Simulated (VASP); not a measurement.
Write the native input for VASP 6.6.1 that does the following.

```yaml
Task: single point
Functional: r2SCAN
Potentials_or_basis: VASP PAW PBE potentials, release 64 (Si)
Cutoff: 520 eV
k_mesh: 12 × 12 × 12
Occupations: gaussian, width 0.03 eV
Spin: no spin polarisation
Dipole_correction: no
Further_INCAR_settings: ALGO = Normal; EDIFF = 1e-06; NBANDS = 16
```

Crystal: Si.

```xyz
4
Lattice="-3.5106 3.5106 1.7250 3.5106 -3.5106 1.7250 3.5106 3.5106 -1.7250" Properties=species:S:1:pos:R:3 pbc="T T T"
Si    1.2554    1.2554    0.0000
Si    2.2552    2.2552    1.7250
Si    2.2552   -2.2552    1.7250
Si   -2.2552    2.2552    1.7250
```

This cell differs from its parent crystal: ratio of the length along z to the lengths across it x 0.85, volume and fractional coordinates fixed.

These files were run (other wordings do the same):

POSCAR

```
Si
1.0
   -3.5105624357      3.5105624357      1.7249895509
    3.5105624357     -3.5105624357      1.7249895509
    3.5105624357      3.5105624357     -1.7249895509
Si
4
Direct
    0.1788010600      0.1788010600      0.3576021200
    0.8211989400      0.8211989400      0.6423978800
    0.1788010600      0.8211989400      0.0000000000
    0.8211989400      0.1788010600      0.0000000000
```

INCAR.step1

```
SYSTEM = Si
PREC     = Accurate       ! precision mode
ENCUT    = 520            ! plane-wave cutoff, eV
ISMEAR   = 0              ! smearing method
SIGMA    = 0.03           ! smearing width, eV
LREAL    = .FALSE.        ! projectors in reciprocal space
LASPH    = .TRUE.         ! aspherical terms in the spheres
NELM     = 80             ! most SCF steps
NBANDS   = 16             ! bands
GGA      = PE             ! functional
ALGO     = Normal         ! electronic algorithm
EDIFF    = 1E-4           ! SCF threshold, eV
LWAVE    = .TRUE.         ! write WAVECAR
LCHARG   = .FALSE.        ! write CHGCAR
```

INCAR.step2

```
SYSTEM = Si
PREC     = Accurate       ! precision mode
ENCUT    = 520            ! plane-wave cutoff, eV
EDIFF    = 1E-6           ! SCF threshold, eV
ISMEAR   = 0              ! smearing method
SIGMA    = 0.03           ! smearing width, eV
LREAL    = .FALSE.        ! projectors in reciprocal space
LASPH    = .TRUE.         ! aspherical terms in the spheres
NELM     = 80             ! most SCF steps
ALGO     = Normal         ! electronic algorithm
ISIF     = 2              ! what is computed and relaxed
LWAVE    = .FALSE.        ! write WAVECAR
LCHARG   = .TRUE.         ! write CHGCAR
METAGGA  = R2SCAN         ! meta-GGA
LMIXTAU  = .TRUE.       
LELF     = .TRUE.         ! ELF
LVHAR    = .TRUE.       
NBANDS   = 16             ! bands
ISTART   = 1
```

KPOINTS

```
regular mesh
0
G
  12 12 12
  0 0 0
```

Potentials or basis: VASP PAW PBE potentials, release 64 (Si).

Command:

```sh
$ cat potpaw_PBE.64/Si/POTCAR > POTCAR
$ cp INCAR.step1 INCAR
$ mpirun -np 1 vasp_std > vasp.out
$ cp INCAR.step2 INCAR
$ mpirun -np 1 vasp_std > vasp.out
```

It gave:

The pressure is 2.7 GPa, the largest force is 1.675 eV/Å and the band gap on the k mesh is zero (bands 8 and 9 overlap by 0.43 eV).

Caveat: the stress differs along the axes, from -8 to 23 GPa; semilocal functionals underestimate gaps, and a narrow one can read as zero; the PAW data sets were made with another functional, which shifts forces and pressure a little.

It took 8.5 min on 1 thread of AMD EPYC 9R45 96-Core Processor (Zen 5), with other jobs on the host, peak memory 0.32 GiB.
